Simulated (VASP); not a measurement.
Hf3CrF: single point with PBE

Crystal: Hf3CrF.

```
Hf Cr F
1.0
     4.48621    0.00000    0.00000
     0.00000    4.48621    0.00000
     0.00000    0.00000    4.48621
Hf Cr F
3 1 1
Direct
  0.00000 0.50000 0.50000
  0.50000 0.50000 0.00000
  0.50000 0.00000 0.50000
  0.00000 0.00000 0.00000
  0.50000 0.50000 0.50000
```

```
Program             : VASP 6.6.1
Task                : single point
Functional          : PBE
Potentials or basis : VASP PAW PBE potentials, release 64 (Hf_pv, Cr_pv, F)
Cutoff              : 520 eV
k mesh              : 4 × 4 × 4
Occupations         : gaussian, width 0.1 eV
Spin                : collinear spin, ferromagnetic start
Starting moments    : [0.0, 0.0, 0.0, 3.0, 0.0] μB
```

| Property | Result |
| --- | --- |
| Pressure | -1.0 GPa |
| Net moment | -2.77 μB per cell |
| Site moments | Hf +0.15; Cr -3.06; F +0.01 μB |
| Valence electrons inside the program's atomic spheres | Hf 8.28; Cr 10.47; F 6.14 |

Levels at points of the mesh, in eV from the Fermi level:
Spin up:
| k point | band 21 | band 22 | band 23 | band 24 | band 25 | band 26 |
| --- | --- | --- | --- | --- | --- | --- |
| (0.00, 0.00, 0.00) | -2.51 | -2.51 | 0.52 | 0.92 | 0.92 | 0.92 |
| (0.50, 0.00, 0.00) | -1.22 | -1.18 | -0.18 | 0.20 | 0.20 | 0.36 |
| (0.50, 0.50, 0.00) | -0.85 | -0.59 | -0.59 | -0.02 | -0.02 | 0.18 |
| (0.50, 0.50, 0.50) | 0.04 | 0.04 | 0.04 | 0.48 | 0.48 | 0.48 |
Spin down:
| k point | band 22 | band 23 | band 24 | band 25 | band 26 | band 27 | band 28 | band 29 | band 30 | band 31 |
| --- | --- | --- | --- | --- | --- | --- | --- | --- | --- | --- |
| (0.00, 0.00, 0.00) | -2.77 | -0.56 | -0.56 | -0.56 | 0.54 | 0.63 | 0.63 | 2.16 | 2.16 | 2.16 |
| (0.50, 0.00, 0.00) | -1.40 | -1.40 | -1.24 | -1.24 | -1.00 | 0.59 | 1.43 | 1.50 | 1.50 | 1.81 |
| (0.50, 0.50, 0.00) | -1.62 | -1.50 | -1.03 | -0.99 | 0.21 | 0.21 | 0.33 | 0.81 | 0.81 | 1.33 |
| (0.50, 0.50, 0.50) | -1.17 | -0.13 | -0.13 | -0.13 | 0.47 | 0.47 | 0.47 | 0.73 | 0.73 | 0.73 |

It took 73 s on 1 thread of AMD EPYC 9R45 96-Core Processor (Zen 5), with other jobs on the host, peak memory 0.23 GiB.

Caveat: spin-orbit coupling is left out, which moves the levels of the heavy elements; a cell with one magnetic atom can't hold antiferromagnetic order, which such compounds often take. With open d or f shells a metallic result of PBE can be an artefact of self-interaction; +U or a hybrid may open a gap.
